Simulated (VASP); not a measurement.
# SiC (Moissanite) (P6_3mc) in VASP: a series of runs, part 2 of 2

VASP 6.6.1. Earlier steps stand in the parts before.

### Step 4. Single point, PBE exchange alone

This run uses another cell than the first one, of 11.40 Å³/atom, 1.102 times its volume.

File INCAR:

```
AGGAC = 0.0 ; ALDAC = 0.0
ALGO = Normal ; EDIFF = 1E-6
ENCUT = 520 ; GGA = PE
ISIF = 2 ; ISMEAR = -1
LASPH = T ; LCHARG = F
LREAL = F ; LWAVE = F
NBANDS = 16 ; NELM = 80
PREC = Accurate ; SIGMA = 0.05
```

File KPOINTS:

```
k-points
0
Gamma
  10 10 5
```

File POSCAR:

```
SiC
1.0
    3.1759553132      0.0000000000      0.0000000000
   -1.5879776566      2.7504579825      0.0000000000
    0.0000000000      0.0000000000      5.2206089672
Si C
2 2
Direct
    0.6666666667      0.3333333333      0.5046386395
    0.3333333333      0.6666666667      0.0046386395
    0.6666666667      0.3333333333      0.8803613605
    0.3333333333      0.6666666667      0.3803613605
```

Launch:

```console
cat potpaw_PBE.64/Si/POTCAR potpaw_PBE.64/C/POTCAR > POTCAR
mpirun -np 1 vasp_std > vasp.out
```

It took 9.7 s on 1 thread of Intel Xeon 6975P-C (Granite Rapids), shared host; peak memory 0.16 GiB.

Results (log left out):

```
Free energy            : -23.4622 eV
Pressure               : 0.3 GPa
Band gap on the k mesh : 2.90 eV, indirect (least direct gap 4.05 eV)
```

Levels at points of the mesh, in eV from the valence-band top:
```csv
k point,band 5,band 6,band 7,band 8,band 9,band 10,band 11,band 12
"(0.00, 0.00, 0.00)",-1.24,-0.11,0.00,0.00,4.20,5.31,6.22,6.22
"(0.50, 0.00, 0.00)",-4.98,-3.06,-2.90,-1.15,2.90,4.34,6.27,6.92
```

A k mesh can miss the band edges.

### Step 5. Single point, r2SCAN

File POSCAR:

```
SiC
1.0
    3.0760000000      0.0000000000      0.0000000000
   -1.5380000000      2.6638941420      0.0000000000
    0.0000000000      0.0000000000      5.0480000000
Si C
2 2
Direct
    0.6666666667      0.3333333333      0.5000000000
    0.3333333333      0.6666666667      0.0000000000
    0.6666666667      0.3333333333      0.8850000000
    0.3333333333      0.6666666667      0.3850000000
```

File INCAR.step1:

```
PREC     = Accurate       # precision mode
ENCUT    = 520            # plane-wave cutoff, eV
ISMEAR   = -1             # smearing method
SIGMA    = 0.05           # smearing width, eV
LREAL    = False          # projectors in reciprocal space
LASPH    = True           # aspherical terms in the spheres
NELM     = 80             # most SCF steps
NBANDS   = 16             # bands
GGA      = PE             # functional
ALGO     = Normal         # electronic algorithm
EDIFF    = 1E-4           # SCF threshold, eV
LWAVE    = True           # write WAVECAR
LCHARG   = False          # write CHGCAR
```

File INCAR.step2:

```
PREC     = Accurate       # precision mode
ENCUT    = 520            # plane-wave cutoff, eV
EDIFF    = 1E-6           # SCF threshold, eV
ISMEAR   = -1             # smearing method
SIGMA    = 0.05           # smearing width, eV
LREAL    = False          # projectors in reciprocal space
LASPH    = True           # aspherical terms in the spheres
NELM     = 80             # most SCF steps
ALGO     = Normal         # electronic algorithm
ISIF     = 2              # what is computed and relaxed
LWAVE    = False          # write WAVECAR
LCHARG   = False          # write CHGCAR
METAGGA  = R2SCAN         # meta-GGA
LMIXTAU  = True         
NBANDS   = 16             # bands
ISTART   = 1
```

File KPOINTS:

```
Automatic mesh
0
Gamma
  10 10 5
```

Potentials or basis: VASP PAW PBE potentials, release 64 (Si, C).

Launch:

```console
cat potpaw_PBE.64/Si/POTCAR potpaw_PBE.64/C/POTCAR > POTCAR
cp INCAR.step1 INCAR
mpirun -np 1 vasp_std > vasp.out
cp INCAR.step2 INCAR
mpirun -np 1 vasp_std > vasp.out
```

OUTCAR:

```text
PREC = Accurate
   ENCUT = 520
   EDIFF = 1E-6
   ISMEAR = -1
   LREAL = False
   LASPH = True
   NELM = 80
   ISIF = 2
   METAGGA = R2SCAN
   ISTART = 1

 ion  position               nearest neighbor table
   1  0.667  0.333  0.500-   4 1.87   4 1.87   4 1.87   3 1.94   2 3.09   2 3.09   2 3.09   2 3.09
                             2 3.09   2 3.09
   2  0.333  0.667  0.000-   3 1.87   3 1.87   3 1.87   4 1.94   1 3.09   1 3.09   1 3.09   1 3.09
                             1 3.09   1 3.09
   3  0.667  0.333  0.885-   2 1.87   2 1.87   2 1.87   1 1.94
   4  0.333  0.667  0.385-   1 1.87   1 1.87   1 1.87   2 1.94

  LATTYP: Found a hexagonal cell.
 ALAT       =     3.0760000000
 C/A-ratio  =     1.6410923277

  Lattice vectors:

 A1 = (   3.0760000000,   0.0000000000,   0.0000000000)
 A2 = (  -1.5380000000,   2.6638941420,   0.0000000000)
 A3 = (   0.0000000000,   0.0000000000,   5.0480000000)

Analysis of symmetry for initial positions (statically):
=====================================================================
 Subroutine PRICEL returns:
 Original cell was already a primitive cell.

 Routine SETGRP: Setting up the symmetry group for a
 hexagonal supercell.

 Subroutine GETGRP returns: Found 12 space group operations
 (whereof  6 operations were pure point group operations)
 out of a pool of 24 trial point group operations.

The static configuration has the point symmetry C_3v.
 The point group associated with its full space group is C_6v.

Analysis of symmetry for dynamics (positions and initial velocities):
=====================================================================
 Subroutine PRICEL returns:
 Original cell was already a primitive cell.

 Routine SETGRP: Setting up the symmetry group for a
 hexagonal supercell.

 Subroutine GETGRP returns: Found 12 space group operations
 (whereof  6 operations were pure point group operations)
 out of a pool of 24 trial point group operations.

The dynamic configuration has the point symmetry C_3v.
[... 120 lines left out ...]
   EFERMI_NEDOS =   21; number of points for ismear=-14 and -15
   IALGO  =     38    algorithm
   IMIX   =      4    mixing-type and parameters
     AMIX     =   0.40;   BMIX     =  1.00
     AMIX_MAG =   1.60;   BMIX_MAG =  1.00
  volume/ion in A,a.u.               =      10.34        69.78
  Fermi-wavevector in a.u.,A,eV,Ry     =   1.192817  2.254098 19.358549  1.422813
  Thomas-Fermi vector in A             =   2.328847
   LORBIT       =      0    0 simple, 1 ext, 2 COOP (PROOUT), +10 PAW based schemes
   METAGGA = R2SCAN    functional components
   LHFCALC =     F    Hartree Fock is set to
   AEXX    =    0.0000 exact exchange contribution
   IVDW    =     0    specifies the selected vdW correction
   LEPSILON=     F    determine dielectric tensor
   LRPA    =     F    only Hartree local field effects (RPA)
 non-spin polarized calculation
  energy-cutoff  :      520.00
  volume of cell :       41.36
 maximum number of plane-waves:      1132
 NGX is ok and might be reduce to    24
   NGX = 11   NGY = 11   NGZ = 19

 number of electron      16.0000000 magnetization

 Free energy of the ion-electron system (eV)
  ---------------------------------------------------
  ext. energy  EPLUGINS =         0.00000000
  ---------------------------------------------------
  free energy    TOTEN  =       -38.60077125 eV

  energy without entropy =      -38.60077125  energy(sigma->0) =      -38.60077125

 E-fermi :   9.2247     XC(G=0): -11.9261

 val. band max:        8.3050262400   @ k =   0.0000   0.0000   0.0000
 cond. band min:      11.1651874567   @ k =   0.3000   0.3000   0.0000
 fundamental gap:      2.8601612166
 Fermi energy:         9.2246943160

 k-point     1 :       0.0000    0.0000    0.0000
  band No.  band energies     occupation
      1      -8.2163      2.00000
      2      -4.6500      2.00000
      3      -0.6904      2.00000
      4       6.6586      2.00000
      5       6.6586      2.00000
      6       8.0082      2.00000
[... 433 lines left out ...]
      3      -0.2685      2.00000
      4       1.2097      2.00000
      5       3.3714      2.00000
      6       4.2118      2.00000
[... 8 lines left out ...]
     15      20.5671      0.00000
     16      21.9496      0.00000

 [... further k-points ...]
[... 5 lines left out ...]
  --------------------------------------------------------------------------------------
  -------------------------------------------------------------------------------------
  Total        0.3508927      0.3508927     -0.7033280      0.0000000      0.0000000      0.0000000
  in kB       13.5913408     13.5913408    -27.2424319      0.0000000      0.0000000      0.0000000
  external PRESSURE =      -0.0199168 kB  Pullay stress =       0.0000000 kB

 VOLUME and BASIS-vectors are now :
 -----------------------------------------------------------------------------
  energy-cutoff  :      520.00
  volume of cell :       41.36
      direct lattice vectors                 reciprocal lattice vectors
     3.076000000  0.000000000  0.000000000     0.325097529  0.187695146  0.000000000
    -1.538000000  2.663894142  0.000000000     0.000000000  0.375390292  0.000000000
     0.000000000  0.000000000  5.048000000     0.000000000  0.000000000  0.198098257

 POSITION                                       TOTAL-FORCE (eV/Angst)
 -----------------------------------------------------------------------------------
      1.53800      0.88796      2.52400         0.000000     -0.000000      0.771341
     -0.00000      1.77593      0.00000        -0.000000      0.000000      0.771341
      1.53800      0.88796      4.46748        -0.000000     -0.000000     -0.771341
     -0.00000      1.77593      1.94348         0.000000     -0.000000     -0.771341
 -----------------------------------------------------------------------------------
    total drift:                               -0.000000      0.000000      0.000375

  FREE ENERGIE OF THE ION-ELECTRON SYSTEM (eV)
  ---------------------------------------------------
  free  energy   TOTEN  =       -38.6007712468 eV

  energy  without entropy=      -38.6007712468  energy(sigma->0) =      -38.60077125
```

OUTCAR.step1:

```text
PREC = Accurate
   ENCUT = 520
   ISMEAR = -1
   LREAL = False
   LASPH = True
   NELM = 80
[... 688 lines left out ...]
     -0.00000      1.77593      0.00000         0.000000      0.000000      0.752345
      1.53800      0.88796      4.46748         0.000000     -0.000000     -0.752345
     -0.00000      1.77593      1.94348        -0.000000      0.000000     -0.752345
 -----------------------------------------------------------------------------------
    total drift:                                0.000000      0.000000      0.001273

  FREE ENERGIE OF THE ION-ELECTRON SYSTEM (eV)
  ---------------------------------------------------
  free  energy   TOTEN  =       -30.0670752946 eV

  energy  without entropy=      -30.0670752946  energy(sigma->0) =      -30.06707529
```

Wall time 38 s (1 thread of Intel Xeon 6975P-C (Granite Rapids), shared host); peak memory 0.16 GiB.

What came out:

| Property | Result |
| --- | --- |
| Free energy | -38.6008 eV |
| Pressure | 0.0 GPa |
| Largest force | 0.771 eV/Å |
| Band gap on the k mesh | 2.86 eV, indirect (least direct gap 4.59 eV) |

Forces on the atoms (eV/Å):
```
Si   0.000  0.000  0.771
Si   0.000  0.000  0.771
C    0.000  0.000 -0.771
C    0.000  0.000 -0.771
```

Stress tensor (GPa, compression positive):
```
 1.36  0.00  0.00
 0.00  1.36  0.00
 0.00  0.00 -2.72
```

Caveat: the PAW data sets were made with another functional, which shifts forces and pressure a little. r2SCAN opens gaps a little over a GGA but as a rule still falls short of measured ones.

### Step 6. Overview

| level | cell | gap on the mesh (eV) | pressure (GPa) | largest force (eV/Å) |
| --- | --- | --- | --- | --- |
| BLYP | a = 3.076, b = 3.076, c = 5.048 Å, angles 90.0, 90.0, 120.0°, 4 atoms | 2.83 | 8.9 | 0.76 |
| SVWN5 | a = 3.076, b = 3.076, c = 5.048 Å, angles 90.0, 90.0, 120.0°, 4 atoms | 2.37 | -2.8 | 0.74 |
| PBE exchange alone | a = 3.176, b = 3.176, c = 5.221 Å, angles 90.0, 90.0, 120.0°, 4 atoms | 2.90 | 0.3 | - |
| r2SCAN | a = 3.076, b = 3.076, c = 5.048 Å, angles 90.0, 90.0, 120.0°, 4 atoms | 2.86 | 0.0 | 0.77 |

Alike in all rows: task single point; potentials or basis VASP PAW PBE potentials, release 64 (Si, C); no spin polarisation; k mesh 10 × 10 × 5; cutoff (eV) 520; smearing fermi-dirac 0.05 eV.

On the cell as given the gap runs from 2.37 eV (SVWN5) to 2.86 eV (r2SCAN). The pressure there spans -2.8 GPa (SVWN5) to 8.9 GPa (BLYP); a positive pressure means that this level wants a larger cell, a negative one a smaller.

Caveats: the PAW data sets were made with another functional, which shifts forces and pressure a little (some runs).

Absolute energies hang on the potentials; compare differences alone.
